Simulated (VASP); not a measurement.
# ZnSe (F-43m) in VASP: single point with PBEsol

Aim: the single point of ZnSe with PBEsol.

Program: VASP 6.6.1. These are calculated values, not measurements. Logs are shortened: lines on timing, memory, paths and dates and some standing lists are left out, and cuts for length are marked.

## 1. The cell of the first run

The structure is cubic, space group F-43m (No. 216). Conventional cell: a = 5.633 Å, b = 5.633 Å, c = 5.633 Å, α = 90.00°, β = 90.00°, γ = 90.00°. Within 3.2 Å of Zn (site symmetry -43m) lie 4 Se at 2.44 Å. Within 3.2 Å of Se (site symmetry -43m) lie 4 Zn at 2.44 Å.

## 2. Single point, PBEsol

INCAR

```
SYSTEM = ZnSe
PREC = Accurate ; ENCUT = 520
EDIFF = 1E-6 ; ISMEAR = -1
SIGMA = 0.03 ; LREAL = .False.
LASPH = .True. ; NELM = 80
ALGO = Normal ; ISIF = 2
LWAVE = .False. ; LCHARG = .False.
GGA = PS ; NBANDS = 46
```

KPOINTS

```
Automatic mesh
0
Gamma
  4 4 4
  0 0 0
```

POSCAR

```
ZnSe
1.0
    5.6330808547      0.0000000000      0.0000000000
    0.0000000000      5.6330808547      0.0000000000
    0.0000000000      0.0000000000      5.6330808547
Zn Se
4 4
Direct
    0.9999992702      0.5000007298      0.4999992702
    0.5000007298      0.4999992702      0.9999992702
    0.4999992702      0.9999992702      0.5000007298
    0.0000007298      0.0000007298      0.0000007298
    0.2499990175      0.2500009825      0.7499990175
    0.2500009825      0.7499990175      0.2499990175
    0.7499990175      0.2499990175      0.2500009825
    0.7500009825      0.7500009825      0.7500009825
```

Potentials or basis: VASP PAW PBE potentials, release 64 (Zn, Se).

On the command line:

```sh
$ cat potpaw_PBE.64/Zn/POTCAR potpaw_PBE.64/Se/POTCAR > POTCAR
$ mpirun -np 1 vasp_std > vasp.out
```

OUTCAR:

```text
SYSTEM = ZnSe
   PREC = Accurate
   ENCUT = 520
   EDIFF = 1E-6
   ISMEAR = -1
   LREAL = .False.
   LASPH = .True.
   NELM = 80
   ISIF = 2
   GGA = PS

 ion  position               nearest neighbor table
   1  1.000  0.500  0.500-   5 2.44   7 2.44   6 2.44   8 2.44
   2  0.500  0.500  1.000-   6 2.44   8 2.44   7 2.44   5 2.44
   3  0.500  1.000  0.500-   7 2.44   5 2.44   6 2.44   8 2.44
   4  0.000  0.000  0.000-   8 2.44   6 2.44   7 2.44   5 2.44
   5  0.250  0.250  0.750-   1 2.44   3 2.44   2 2.44   4 2.44
   6  0.250  0.750  0.250-   2 2.44   4 2.44   3 2.44   1 2.44
   7  0.750  0.250  0.250-   3 2.44   1 2.44   2 2.44   4 2.44
   8  0.750  0.750  0.750-   4 2.44   2 2.44   3 2.44   1 2.44

  LATTYP: Found a simple cubic cell.
 ALAT       =     5.6330808547

  Lattice vectors:

 A1 = (   5.6330808547,   0.0000000000,   0.0000000000)
 A2 = (   0.0000000000,   5.6330808547,   0.0000000000)
 A3 = (   0.0000000000,   0.0000000000,   5.6330808547)

Analysis of symmetry for initial positions (statically):
=====================================================================
 Subroutine PRICEL returns following result:

  LATTYP: Found a face centered cubic cell.
 ALAT       =     5.6330726327

  Lattice vectors:

 A1 = (   2.8165322053,  -2.8165404274,   0.0000082220)
 A2 = (   2.8165322053,   0.0000000000,   2.8165404274)
 A3 = (   0.0000000000,  -2.8165404274,   2.8165486494)

   4 primitive cells build up your supercell.

 Routine SETGRP: Setting up the symmetry group for a
 simple cubic supercell.

 Subroutine GETGRP returns: Found 24 space group operations
 (whereof 24 operations were pure point group operations)
 out of a pool of 48 trial point group operations.

The static configuration has the point symmetry T_d .

Analysis of symmetry for dynamics (positions and initial velocities):
=====================================================================
 Subroutine PRICEL returns following result:

  LATTYP: Found a face centered cubic cell.
 ALAT       =     5.6330726327

  Lattice vectors:

 A1 = (   2.8165322053,  -2.8165404274,   0.0000082220)
 A2 = (   2.8165322053,   0.0000000000,   2.8165404274)
 A3 = (   0.0000000000,  -2.8165404274,   2.8165486494)

   4 primitive cells build up your supercell.

 Routine SETGRP: Setting up the symmetry group for a
 simple cubic supercell.

 Subroutine GETGRP returns: Found 24 space group operations
 (whereof 24 operations were pure point group operations)
 out of a pool of 48 trial point group operations.

The dynamic configuration has the point symmetry T_d .

 Subroutine INISYM returns: Found 24 space group operations
 (whereof 24 operations are pure point group operations),
 and found     4 'primitive' translations

----------------------------------------------------------------------------------------

                                     Primitive cell

  volume of cell :      44.6865

  direct lattice vectors                    reciprocal lattice vectors
     2.816532205 -2.816540427  0.000008222     0.177523267 -0.177523267 -0.177522749
     2.816532205  0.000000000  2.816540427     0.177523267  0.177523267  0.177522749
     0.000000000 -2.816540427  2.816548649    -0.177523267 -0.177522231  0.177522749

  length of vectors
     3.983183857  3.983183857  3.983195485     0.307479020  0.307479020  0.307478421

  position of ions in fractional coordinates (direct lattice)
     0.000000730  0.000003649  0.999997811
     0.249999017  0.250000477  0.249999018

  ion indices of the primitive-cell ions
   primitive index   ion index
                 1           1
                 2           5

----------------------------------------------------------------------------------------

 KPOINTS: Automatic mesh

Automatic generation of k-mesh.
 Grid dimensions read from file:
 generate k-points for:    4    4    4

 Generating k-lattice:

  Cartesian coordinates                     Fractional coordinates (reciprocal lattice)
     0.044380687  0.000000000  0.000000000     0.250000000  0.000000000  0.000000000
     0.000000000  0.044380687  0.000000000     0.000000000  0.250000000  0.000000000
     0.000000000  0.000000000  0.044380687     0.000000000  0.000000000  0.250000000

  Length of vectors
     0.044380687  0.044380687  0.044380687

  Shift w.r.t. Gamma in fractional coordinates (k-lattice)
     0.000000000  0.000000000  0.000000000

 Subroutine IBZKPT returns following result:
 ===========================================

 Found     10 irreducible k-points:

 Following reciprocal coordinates:
            Coordinates               Weight
  0.000000  0.000000  0.000000      1.000000
  0.250000  0.000000  0.000000      6.000000
  0.500000  0.000000  0.000000      3.000000
  0.250000  0.250000  0.000000     12.000000
  0.500000  0.250000  0.000000     12.000000
  0.500000  0.500000  0.000000      3.000000
  0.250000  0.250000  0.250000      8.000000
  0.500000  0.250000  0.250000     12.000000
  0.500000  0.500000  0.250000      6.000000
  0.500000  0.500000  0.500000      1.000000
   k-points           NKPTS =     10   k-points in BZ     NKDIM =     10   number of bands    NBANDS=     46
   number of dos      NEDOS =    301   number of ions     NIONS =      8
   total plane-waves  NPLWV =  74088
   dimension x,y,z NGX =    42 NGY =   42 NGZ =   42
   dimension x,y,z NGXF=    84 NGYF=   84 NGZF=   84
   ions per type =               4   4
   NGX,Y,Z   is equivalent  to a cutoff of  12.40, 12.40, 12.40 a.u.
   NGXF,Y,Z  is equivalent  to a cutoff of  24.79, 24.79, 24.79 a.u.
 SYSTEM =  ZnSe
   PREC   = accura    normal or accurate (medium, high low for compatibility)
   ISTART =      0    job   : 0-new  1-cont  2-samecut
   ICHARG =      2    charge: 1-file 2-atom 10-const
   ISPIN  =      1    spin polarized calculation?
   LNONCOLLINEAR =      F non collinear calculations
   LSORBIT =      F    spin-orbit coupling
   LASPH  =      T    aspherical Exc in radial PAW
   ENCUT  =  520.0 eV  38.22 Ry    6.18 a.u.  10.47 10.47 10.47*2*pi/ulx,y,z
   NELM   =     80;   NELMIN=  2; NELMDL= -5     # of ELM steps
   EDIFF  = 0.1E-05   stopping-criterion for ELM
   LREAL  =      F    real-space projection
   EDIFFG = 0.1E-04   stopping-criterion for IOM
   NSW    =      0    number of steps for IOM
   IBRION =     -1    ionic relax: 0-MD 1-quasi-New 2-CG
   NFREE  =      0    steps in history (QN), initial steepest desc. (CG)
   ISIF   =      2    stress and relaxation
   ISYM   =      2    0-nonsym 1-usesym 2-fastsym
   POTIM  = 0.5000    time-step for ionic-motion
   TEBEG  =    0.0;   TEEND  =   0.0 temperature during run
   PSTRESS=    0.0 pullay stress
   NELECT =      72.0000    total number of electrons
   NUPDOWN=      -1.0000    fix difference up-down
   EMIN   =  10.00;   EMAX   =-10.00  energy-range for DOS
   EFERMI =   0.00;   METHOD = LEGACY
   ISMEAR =    -1;   SIGMA  =   0.03  broadening in eV -4-tet -1-fermi 0-gaus
   EFERMI_NEDOS =   21; number of points for ismear=-14 and -15
   IALGO  =     38    algorithm
   IMIX   =      4    mixing-type and parameters
     AMIX     =   0.40;   BMIX     =  1.00
     AMIX_MAG =   1.60;   BMIX_MAG =  1.00
  volume/ion in A,a.u.               =      22.34       150.78
  Fermi-wavevector in a.u.,A,eV,Ry     =   1.209037  2.284749 19.888603  1.461771
  Thomas-Fermi vector in A             =   2.344627
   LORBIT       =      0    0 simple, 1 ext, 2 COOP (PROOUT), +10 PAW based schemes
   GGA     = PS    functional components
   LHFCALC =     F    Hartree Fock is set to
   AEXX    =    0.0000 exact exchange contribution
   IVDW    =     0    specifies the selected vdW correction
   LEPSILON=     F    determine dielectric tensor
   LRPA    =     F    only Hartree local field effects (RPA)
 non-spin polarized calculation
  energy-cutoff  :      520.00
  volume of cell :      178.75
 maximum number of plane-waves:      4842
 NGX is ok and might be reduce to    42
   NGX = 21   NGY = 21   NGZ = 21

 number of electron      72.0000129 magnetization

 Free energy of the ion-electron system (eV)
  ---------------------------------------------------
  ext. energy  EPLUGINS =         0.00000000
  ---------------------------------------------------
  free energy    TOTEN  =       -27.09129690 eV

  energy without entropy =      -27.09129690  energy(sigma->0) =      -27.09129690

 E-fermi :   2.2878     XC(G=0):  -9.6096

 val. band max:        1.6471959534   @ k =   0.0000   0.0000   0.0000
 cond. band min:       2.8908591733   @ k =   0.0000   0.0000   0.0000
 fundamental gap:      1.2436632199
 Fermi energy:         2.2877993637

 k-point     1 :       0.0000    0.0000    0.0000
  band No.  band energies     occupation
      1     -11.7587      2.00000
      2     -10.6469      2.00000
      3     -10.6469      2.00000
      4     -10.6469      2.00000
      5      -4.9786      2.00000
      6      -4.9786      2.00000
[... 38 lines left out ...]
     45       7.3722      0.00000
     46       7.3722      0.00000

 k-point     2 :       0.2500    0.0000    0.0000
  band No.  band energies     occupation
      1     -11.6184      2.00000
      2     -10.8371      2.00000
      3     -10.6441      2.00000
      4     -10.6441      2.00000
      5      -4.9903      2.00000
      6      -4.9808      2.00000
[... 38 lines left out ...]
     45       8.0616      0.00000
     46       8.0616      0.00000

 k-point     3 :       0.5000    0.0000    0.0000
  band No.  band energies     occupation
      1     -11.2521      2.00000
      2     -11.2521      2.00000
      3     -10.6414      2.00000
      4     -10.6414      2.00000
      5      -5.0014      2.00000
      6      -5.0014      2.00000
[... 332 lines left out ...]
     45       8.3355      0.00000
     46       8.3355      0.00000

 k-point    10 :       0.5000    0.5000    0.5000
  band No.  band energies     occupation
      1     -10.9290      2.00000
      2     -10.9290      2.00000
      3     -10.9290      2.00000
      4     -10.9290      2.00000
      5      -4.8873      2.00000
      6      -4.8873      2.00000
[... 38 lines left out ...]
     45       7.9461      0.00000
     46       7.9461      0.00000

------------------------ aborting loop because EDIFF is reached ----------------------------------------

  FORCE on cell =-STRESS in cart. coord.  units (eV):
  Direction    XX          YY          ZZ          XY          YZ          ZX
  --------------------------------------------------------------------------------------
  -------------------------------------------------------------------------------------
  Total        0.2896961      0.2896961      0.2896961      0.0000000     -0.0000000      0.0000000
  in kB        2.5966611      2.5966611      2.5966611      0.0000000     -0.0000000      0.0000000
  external PRESSURE =       2.5966611 kB  Pullay stress =       0.0000000 kB

 VOLUME and BASIS-vectors are now :
 -----------------------------------------------------------------------------
  energy-cutoff  :      520.00
  volume of cell :      178.75
      direct lattice vectors                 reciprocal lattice vectors
     5.633080855  0.000000000  0.000000000     0.177522749  0.000000000  0.000000000
     0.000000000  5.633080855  0.000000000     0.000000000  0.177522749  0.000000000
     0.000000000  0.000000000  5.633080855     0.000000000  0.000000000  0.177522749

 POSITION                                       TOTAL-FORCE (eV/Angst)
 -----------------------------------------------------------------------------------
      5.63308      2.81654      2.81654        -0.000000      0.000000      0.000000
      2.81654      2.81654      5.63308        -0.000000      0.000000      0.000000
      2.81654      5.63308      2.81654        -0.000000      0.000000      0.000000
      0.00000      0.00000      0.00000        -0.000000      0.000000      0.000000
      1.40826      1.40828      4.22481         0.000000      0.000000     -0.000000
      1.40828      4.22481      1.40826         0.000000      0.000000     -0.000000
      4.22481      1.40826      1.40828         0.000000      0.000000     -0.000000
      4.22482      4.22482      4.22482         0.000000      0.000000     -0.000000
 -----------------------------------------------------------------------------------
    total drift:                                0.000000      0.000000     -0.000000

  FREE ENERGIE OF THE ION-ELECTRON SYSTEM (eV)
  ---------------------------------------------------
  free  energy   TOTEN  =       -27.0912968998 eV

  energy  without entropy=      -27.0912968997  energy(sigma->0) =      -27.09129690
```

It took 61 s on 1 thread of Intel Xeon Platinum 8488C (Sapphire Rapids), shared host; peak memory 0.29 GiB.

What came out:

* Free energy: -27.0913 eV
* Pressure: 0.3 GPa
* Band gap on the k mesh: 1.24 eV

Caveat: the PAW data sets were made with another functional, which shifts forces and pressure a little.
